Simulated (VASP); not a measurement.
# BN (R3m) in VASP: further runs

The runs below take BN through single point, with PBEsol.

All numbers are computed with VASP 6.6.1; they aren't measurements. Logs are shortened: lines on timing, memory, paths and dates and some standing lists are left out, and cuts for length are marked.

## 1. The cell of the first run

The structure is trigonal, space group R3m (No. 160). The conventional cell has a = 2.564 Å, b = 2.564 Å, c = 6.280 Å, α = 90.00°, β = 90.00°, γ = 120.00°. Within 2.0 Å of B (site symmetry 3m) lie 4 N at 1.47 to 1.61 Å. N (site symmetry 3m) has 4 B at 1.47 to 1.61 Å within 2.0 Å.

## 2. Single point, PBEsol

INCAR

```
SYSTEM = BN
ALGO     = Normal         ! electronic algorithm
EDIFF    = 1E-7           ! SCF threshold, eV
ENCUT    = 520            ! plane-wave cutoff, eV
GGA      = PS             ! functional
ISIF     = 2              ! what is computed and relaxed
ISMEAR   = 0              ! smearing method
LASPH    = .True.         ! aspherical terms in the spheres
LCHARG   = .False.        ! write CHGCAR
LREAL    = .False.        ! projectors in reciprocal space
LWAVE    = .False.        ! write WAVECAR
NBANDS   = 11             ! bands
NELM     = 100            ! most SCF steps
PREC     = Accurate       ! precision mode
SIGMA    = 0.05           ! smearing width, eV
```

KPOINTS

```
k-points
0
Gamma
  12 12 12
  0 0 0
```

POSCAR

```
BN
1.0
    0.0000000000      1.8130010000      1.8130010000
    1.8130010000      0.0000000000      1.8130010000
    1.8130010000      1.8130010000      0.0000000000
B N
1 1
Direct
    0.0000000000      0.0000000000      0.0000000000
    0.7022324917      0.7659225028      0.7659225028
```

Potentials or basis: VASP PAW PBE potentials, release 64 (B, N).

Launch:

```console
$ cat potpaw_PBE.64/B/POTCAR potpaw_PBE.64/N/POTCAR > POTCAR
$ mpirun -np 1 vasp_std > vasp.out
```

OUTCAR:

```text
SYSTEM = BN
   EDIFF = 1E-7
   ENCUT = 520
   GGA = PS
   ISIF = 2
   ISMEAR = 0
   LASPH = .True.
   LREAL = .False.
   NELM = 100
   PREC = Accurate

 ion  position               nearest neighbor table
   1  0.000  0.000  0.000-   2 1.47   2 1.61   2 1.61   2 1.61
   2  0.702  0.766  0.766-   1 1.47   1 1.61   1 1.61   1 1.61

  LATTYP: Found a face centered cubic cell.
 ALAT       =     3.6260020000

  Lattice vectors:

 A1 = (   0.0000000000,   1.8130010000,   1.8130010000)
 A2 = (   1.8130010000,   0.0000000000,   1.8130010000)
 A3 = (   1.8130010000,   1.8130010000,   0.0000000000)

Analysis of symmetry for initial positions (statically):
=====================================================================
 Subroutine PRICEL returns:
 Original cell was already a primitive cell.

 Routine SETGRP: Setting up the symmetry group for a
 face centered cubic supercell.

 Subroutine GETGRP returns: Found  6 space group operations
 (whereof  6 operations were pure point group operations)
 out of a pool of 48 trial point group operations.

The static configuration has the point symmetry C_3v.

Analysis of symmetry for dynamics (positions and initial velocities):
=====================================================================
 Subroutine PRICEL returns:
 Original cell was already a primitive cell.

 Routine SETGRP: Setting up the symmetry group for a
 face centered cubic supercell.

 Subroutine GETGRP returns: Found  6 space group operations
 (whereof  6 operations were pure point group operations)
 out of a pool of 48 trial point group operations.

The dynamic configuration has the point symmetry C_3v.

 Subroutine INISYM returns: Found  6 space group operations
 (whereof  6 operations are pure point group operations),
 and found     1 'primitive' translations

----------------------------------------------------------------------------------------

                                     Primitive cell

  volume of cell :      11.9186

  direct lattice vectors                    reciprocal lattice vectors
     0.000000000  1.813001000  1.813001000    -0.275785838  0.275785838  0.275785838
     1.813001000  0.000000000  1.813001000     0.275785838 -0.275785838  0.275785838
     1.813001000  1.813001000  0.000000000     0.275785838  0.275785838 -0.275785838

  length of vectors
     2.563970603  2.563970603  2.563970603     0.477675083  0.477675083  0.477675083

  position of ions in fractional coordinates (direct lattice)
     0.000000000  0.000000000  0.000000000
     0.702232492  0.765922503  0.765922503

  ion indices of the primitive-cell ions
   primitive index   ion index
                 1           1
                 2           2

----------------------------------------------------------------------------------------

 KPOINTS: k-points

Automatic generation of k-mesh.
 Grid dimensions read from file:
 generate k-points for:   12   12   12

 Generating k-lattice:

  Cartesian coordinates                     Fractional coordinates (reciprocal lattice)
    -0.022982153  0.022982153  0.022982153     0.083333333  0.000000000  0.000000000
     0.022982153 -0.022982153  0.022982153     0.000000000  0.083333333  0.000000000
     0.022982153  0.022982153 -0.022982153     0.000000000  0.000000000  0.083333333

  Length of vectors
     0.039806257  0.039806257  0.039806257

  Shift w.r.t. Gamma in fractional coordinates (k-lattice)
     0.000000000  0.000000000  0.000000000

 Subroutine IBZKPT returns following result:
 ===========================================

 Found    189 irreducible k-points:

 Following reciprocal coordinates:
            Coordinates               Weight
  0.000000  0.000000  0.000000      1.000000
  0.083333  0.000000  0.000000      2.000000
  0.000000  0.083333  0.000000      6.000000
  0.166667  0.000000  0.000000      2.000000
  0.000000  0.166667  0.000000      6.000000
  0.250000  0.000000  0.000000      2.000000
[... 16 lines left out ...]
  0.083333  0.000000  0.333333      6.000000
  0.416667  0.083333  0.000000      6.000000
 [... further k-points ...]
   k-points           NKPTS =    189   k-points in BZ     NKDIM =    189   number of bands    NBANDS=     11
   number of dos      NEDOS =    301   number of ions     NIONS =      2
   total plane-waves  NPLWV =   8000
   dimension x,y,z NGX =    20 NGY =   20 NGZ =   20
   dimension x,y,z NGXF=    40 NGYF=   40 NGZF=   40
   ions per type =               1   1
   NGX,Y,Z   is equivalent  to a cutoff of  12.97, 12.97, 12.97 a.u.
   NGXF,Y,Z  is equivalent  to a cutoff of  25.94, 25.94, 25.94 a.u.
 SYSTEM =  BN
   PREC   = accura    normal or accurate (medium, high low for compatibility)
   ISTART =      0    job   : 0-new  1-cont  2-samecut
   ICHARG =      2    charge: 1-file 2-atom 10-const
   ISPIN  =      1    spin polarized calculation?
   LNONCOLLINEAR =      F non collinear calculations
   LSORBIT =      F    spin-orbit coupling
   LASPH  =      T    aspherical Exc in radial PAW
   ENCUT  =  520.0 eV  38.22 Ry    6.18 a.u.   4.77  4.77  4.77*2*pi/ulx,y,z
   NELM   =    100;   NELMIN=  2; NELMDL= -5     # of ELM steps
   EDIFF  = 0.1E-06   stopping-criterion for ELM
   LREAL  =      F    real-space projection
   EDIFFG = 0.1E-05   stopping-criterion for IOM
   NSW    =      0    number of steps for IOM
   IBRION =     -1    ionic relax: 0-MD 1-quasi-New 2-CG
   NFREE  =      0    steps in history (QN), initial steepest desc. (CG)
   ISIF   =      2    stress and relaxation
   ISYM   =      2    0-nonsym 1-usesym 2-fastsym
   POTIM  = 0.5000    time-step for ionic-motion
   TEBEG  =    0.0;   TEEND  =   0.0 temperature during run
   PSTRESS=    0.0 pullay stress
   NELECT =       8.0000    total number of electrons
   NUPDOWN=      -1.0000    fix difference up-down
   EMIN   =  10.00;   EMAX   =-10.00  energy-range for DOS
   EFERMI =   0.00;   METHOD = LEGACY
   ISMEAR =     0;   SIGMA  =   0.05  broadening in eV -4-tet -1-fermi 0-gaus
   EFERMI_NEDOS =   21; number of points for ismear=-14 and -15
   IALGO  =     38    algorithm
   IMIX   =      4    mixing-type and parameters
     AMIX     =   0.40;   BMIX     =  1.00
     AMIX_MAG =   1.60;   BMIX_MAG =  1.00
  volume/ion in A,a.u.               =       5.96        40.22
  Fermi-wavevector in a.u.,A,eV,Ry     =   1.433387  2.708709 27.954506  2.054598
  Thomas-Fermi vector in A             =   2.552911
   LORBIT       =      0    0 simple, 1 ext, 2 COOP (PROOUT), +10 PAW based schemes
   GGA     = PS    functional components
   LHFCALC =     F    Hartree Fock is set to
   AEXX    =    0.0000 exact exchange contribution
   IVDW    =     0    specifies the selected vdW correction
   LEPSILON=     F    determine dielectric tensor
   LRPA    =     F    only Hartree local field effects (RPA)
 non-spin polarized calculation
 Gauss-broadening in eV      SIGMA  =   0.05
  energy-cutoff  :      520.00
  volume of cell :       11.92
 maximum number of plane-waves:       332
   NGX =  9   NGY =  9   NGZ =  9

 number of electron       8.0000000 magnetization

 Free energy of the ion-electron system (eV)
  ---------------------------------------------------
  ext. energy  EPLUGINS =         0.00000000
  ---------------------------------------------------
  free energy    TOTEN  =       -18.20685701 eV

  energy without entropy =      -18.20685701  energy(sigma->0) =      -18.20685701

 E-fermi :   8.0896     XC(G=0): -12.9704

 val. band max:        7.7453801719   @ k =   0.0000   0.0000   0.0000
 cond. band min:      11.4295626367   @ k =   0.5000   0.5000   0.0000
 fundamental gap:      3.6841824648
 Fermi energy:         8.0896228396

 k-point     1 :       0.0000    0.0000    0.0000
  band No.  band energies     occupation
      1     -12.9093      2.00000
      2       6.1310      2.00000
      3       7.7454      2.00000
      4       7.7454      2.00000
      5      15.5551      0.00000
      6      15.5551      0.00000
      7      16.7496      0.00000
      8      17.6169      0.00000
      9      31.5084      0.00000
     10      34.7036      0.00000
     11      34.7090      0.00000

 k-point     2 :       0.0833    0.0000    0.0000
  band No.  band energies     occupation
      1     -12.7430      2.00000
      2       5.3828      2.00000
      3       7.5198      2.00000
      4       7.5198      2.00000
      5      15.9057      0.00000
      6      15.9057      0.00000
      7      16.5529      0.00000
      8      18.4312      0.00000
      9      31.3160      0.00000
     10      32.2209      0.00000
     11      32.2209      0.00000

 k-point     3 :       0.0000    0.0833    0.0000
  band No.  band energies     occupation
      1     -12.7403      2.00000
      2       5.8282      2.00000
      3       6.9284      2.00000
      4       7.5804      2.00000
      5      15.7496      0.00000
      6      15.7877      0.00000
      7      17.1518      0.00000
      8      18.0769      0.00000
      9      31.2622      0.00000
     10      32.4899      0.00000
     11      32.8132      0.00000

 k-point     4 :       0.1667    0.0000    0.0000
  band No.  band energies     occupation
      1     -12.2505      2.00000
      2       3.5504      2.00000
      3       6.9888      2.00000
      4       6.9888      2.00000
      5      16.5564      0.00000
      6      16.7261      0.00000
      7      16.7261      0.00000
      8      19.8291      0.00000
      9      30.5378      0.00000
     10      30.5378      0.00000
     11      30.7331      0.00000

 k-point     5 :       0.0000    0.1667    0.0000
  band No.  band energies     occupation
      1     -12.2396      2.00000
      2       4.2723      2.00000
      3       5.9227      2.00000
      4       7.1797      2.00000
      5      16.1292      0.00000
      6      16.1653      0.00000
      7      17.9870      0.00000
      8      19.2599      0.00000
      9      30.5404      0.00000
     10      31.2024      0.00000
     11      31.3287      0.00000
[... 211 lines left out ...]
 k-point    21 :       0.3333    0.0833    0.0000
  band No.  band energies     occupation
      1     -10.6441      2.00000
      2      -0.1644      2.00000
      3       5.4158      2.00000
      4       5.9095      2.00000
      5      16.6699      0.00000
      6      17.8442      0.00000
      7      18.7963      0.00000
      8      21.5225      0.00000
      9      27.5581      0.00000
     10      31.6077      0.00000
     11      32.1229      0.00000

 k-point    22 :       0.0000    0.3333    0.0833
  band No.  band energies     occupation
      1     -10.6132      2.00000
      2       0.3055      2.00000
      3       4.5974      2.00000
      4       6.1574      2.00000
      5      15.9929      0.00000
      6      17.4216      0.00000
      7      19.4625      0.00000
      8      21.0799      0.00000
      9      28.1074      0.00000
     10      32.0343      0.00000
     11      33.0995      0.00000

 k-point    23 :       0.0833    0.0000    0.3333
  band No.  band energies     occupation
      1     -10.6076      2.00000
      2       0.3457      2.00000
      3       4.8875      2.00000
      4       5.7393      2.00000
      5      16.2647      0.00000
      6      17.4988      0.00000
      7      19.2750      0.00000
      8      20.6400      0.00000
      9      28.3821      0.00000
     10      31.9281      0.00000
     11      33.8414      0.00000

 k-point    24 :       0.4167    0.0833    0.0000
  band No.  band energies     occupation
      1      -9.5413      2.00000
      2      -2.1829      2.00000
      3       5.1942      2.00000
      4       5.3589      2.00000
      5      17.0366      0.00000
      6      18.0548      0.00000
      7      18.8546      0.00000
      8      22.3080      0.00000
      9      28.1271      0.00000
     10      32.0161      0.00000
     11      33.0046      0.00000

 [... further k-points ...]
[... 5 lines left out ...]
  --------------------------------------------------------------------------------------
  -------------------------------------------------------------------------------------
  Total       -0.1790418     -0.1790418     -0.1790418     -0.2722039      0.2722039     -0.2722039
  in kB      -24.0680470    -24.0680470    -24.0680470    -36.5915490     36.5915490    -36.5915490
  external PRESSURE =     -24.0680470 kB  Pullay stress =       0.0000000 kB

 VOLUME and BASIS-vectors are now :
 -----------------------------------------------------------------------------
  energy-cutoff  :      520.00
  volume of cell :       11.92
      direct lattice vectors                 reciprocal lattice vectors
     0.000000000  1.813001000  1.813001000    -0.275785838  0.275785838  0.275785838
     1.813001000  0.000000000  1.813001000     0.275785838 -0.275785838  0.275785838
     1.813001000  1.813001000  0.000000000     0.275785838  0.275785838 -0.275785838

 POSITION                                       TOTAL-FORCE (eV/Angst)
 -----------------------------------------------------------------------------------
      0.00000      0.00000      0.00000         1.691099     -1.691099     -1.691099
      2.77724      2.66177      2.66177        -1.691099      1.691099      1.691099
 -----------------------------------------------------------------------------------
    total drift:                               -0.000028      0.000028      0.000028

  FREE ENERGIE OF THE ION-ELECTRON SYSTEM (eV)
  ---------------------------------------------------
  free  energy   TOTEN  =       -18.2068570105 eV

  energy  without entropy=      -18.2068570105  energy(sigma->0) =      -18.20685701
```

Run time: 18 s. Hardware: 1 thread of Intel Xeon Platinum 8259CL at 2.50GHz (Skylake/Cascade Lake), shared host; peak memory 0.13 GiB.

What came out:

```
Free energy            : -18.2069 eV
Pressure               : -2.4 GPa
Largest force          : 2.929 eV/Å
Band gap on the k mesh : 3.68 eV, indirect (least direct gap 7.81 eV)
```

Forces in eV/Å, atoms in the order of the input:
```
B    1.691 -1.691 -1.691
N   -1.691  1.691  1.691
```

Stress tensor (GPa, compression positive):
```
-2.41 -3.66 -3.66
-3.66 -2.41  3.66
-3.66  3.66 -2.41
```

Levels at points of the mesh, in eV from the valence-band top:
```csv
k point,band 1,band 2,band 3,band 4,band 5,band 6,band 7,band 8,band 9
"(0.00, 0.00, 0.00)",-20.65,-1.61,0.00,0.00,7.81,7.81,9.00,9.87,23.76
"(0.50, 0.00, 0.00)",-16.49,-11.44,-2.26,-2.26,9.52,10.42,10.42,14.93,21.51
"(0.00, 0.50, 0.00)",-16.44,-11.11,-3.19,-1.76,8.69,9.14,11.62,14.26,22.63
"(0.50, 0.50, 0.00)",-15.10,-9.44,-5.56,-5.16,3.68,8.39,16.81,18.07,19.78
```

Caveat: the cell differs from its parent crystal (all N atoms moved +0.100 Å, as atom 2 towards its neighbour atom 1 (B) at 1.570 Å); the PAW data sets were made with another functional, which shifts forces and pressure a little. A k mesh can miss the band edges.

## 3. Single point, PBEsol

INCAR

```
ALGO = Normal ; EDIFF = 1E-6
ENCUT = 520 ; GGA = PS
ISIF = 2 ; ISMEAR = 0
LASPH = T ; LCHARG = F
LREAL = F ; LWAVE = F
NBANDS = 11 ; NELM = 60
PREC = Accurate ; SIGMA = 0.05
```

KPOINTS

```
k-points
0
Gamma
  12 12 12
```

Changes to POSCAR since step 2:

```diff
@@ -9,2 +9,2 @@
     0.0000000000      0.0000000000      0.0000000000
-    0.7022324917      0.7659225028      0.7659225028
+    0.7858256313      0.7380581229      0.7380581229
```

Potentials or basis: VASP PAW PBE potentials, release 64 (B, N).

Launch:

```console
$ cat potpaw_PBE.64/B/POTCAR potpaw_PBE.64/N/POTCAR > POTCAR
$ mpirun -np 1 vasp_std > vasp.out
```

It took 18 s on 1 thread of Intel Xeon Platinum 8259CL at 2.50GHz (Skylake/Cascade Lake), shared host; peak memory 0.13 GiB.

The run converged. Its results:

```
Free energy            : -18.2849 eV
Pressure               : -4.3 GPa
Largest force          : 1.475 eV/Å
Band gap on the k mesh : 3.54 eV, indirect (least direct gap 7.54 eV)
```

Forces in eV/Å, atoms in the order of the input:
```
B   -0.852  0.852  0.852
N    0.852 -0.852 -0.852
```

Stress tensor (GPa, compression positive):
```
-4.33 -0.09 -0.09
-0.09 -4.33  0.09
-0.09  0.09 -4.33
```

Levels at points of the mesh, in eV from the valence-band top:
```tsv
k point	band 1	band 2	band 3	band 4	band 5	band 6	band 7	band 8
(0.00, 0.00, 0.00)	-20.84	-1.07	-1.07	0.00	7.54	8.34	8.34	9.44
(0.50, 0.00, 0.00)	-16.60	-11.19	-2.78	-2.78	9.30	9.64	9.64	13.84
(0.00, 0.50, 0.00)	-16.63	-11.45	-3.09	-2.04	8.60	9.69	10.96	14.41
(0.50, 0.50, 0.00)	-15.26	-9.61	-5.78	-5.36	3.54	8.25	16.91	17.42
```

Caveat: the cell differs from its parent crystal (all N atoms moved -0.075 Å, as atom 2 towards its neighbour atom 1 (B) at 1.570 Å); the PAW data sets were made with another functional, which shifts forces and pressure a little. A k mesh can miss the band edges.

## 4. Single point, PBEsol

INCAR

```
  PREC = Accurate
  ENCUT = 520
  EDIFF = 1E-7
  ISMEAR = 0
  SIGMA = 0.05
  LREAL = F
  LASPH = T
  NELM = 100
  ALGO = Normal
  ISIF = 2
  LWAVE = F
  LCHARG = F
  GGA = PS
  NBANDS = 11
```

KPOINTS

```
regular mesh
0
Gamma
  12 12 12
```

Changes to POSCAR since step 3:

```diff
@@ -9,2 +9,2 @@
     0.0000000000      0.0000000000      0.0000000000
-    0.7858256313      0.7380581229      0.7380581229
+    0.7261162458      0.7579612514      0.7579612514
```

Launch:

```console
$ cat potpaw_PBE.64/B/POTCAR potpaw_PBE.64/N/POTCAR > POTCAR
$ mpirun -np 1 vasp_std > vasp.out
```

Wall time 18 s (1 thread of Intel Xeon Platinum 8259CL at 2.50GHz (Skylake/Cascade Lake), shared host); peak memory 0.13 GiB.

It converged, with:

* Free energy: -18.3120 eV
* Pressure: -5.0 GPa
* Largest force: 1.324 eV/Å
* Band gap on the k mesh: 3.99 eV, indirect (least direct gap 8.26 eV)

Forces in eV/Å, atoms in the order of the input:
```
B    0.765 -0.765 -0.765
N   -0.765  0.765  0.765
```

Stress tensor (GPa, compression positive):
```
-4.97 -1.24 -1.24
-1.24 -4.97  1.24
-1.24  1.24 -4.97
```

Levels at points of the mesh, in eV from the valence-band top:
```csv
k point,band 1,band 2,band 3,band 4,band 5,band 6,band 7,band 8
"(0.00, 0.00, 0.00)",-20.41,-0.79,0.00,0.00,8.26,8.26,8.91,9.90
"(0.50, 0.00, 0.00)",-16.20,-11.08,-2.10,-2.10,9.73,10.48,10.48,14.99
"(0.00, 0.50, 0.00)",-16.18,-10.91,-2.57,-1.86,9.60,9.62,11.05,14.62
"(0.50, 0.50, 0.00)",-14.82,-9.17,-5.25,-5.03,3.99,8.74,17.25,17.82
```

Caveat: the cell differs from its parent crystal (all N atoms moved +0.050 Å, as atom 2 towards its neighbour atom 1 (B) at 1.570 Å); the PAW data sets were made with another functional, which shifts forces and pressure a little. A k mesh can miss the band edges.
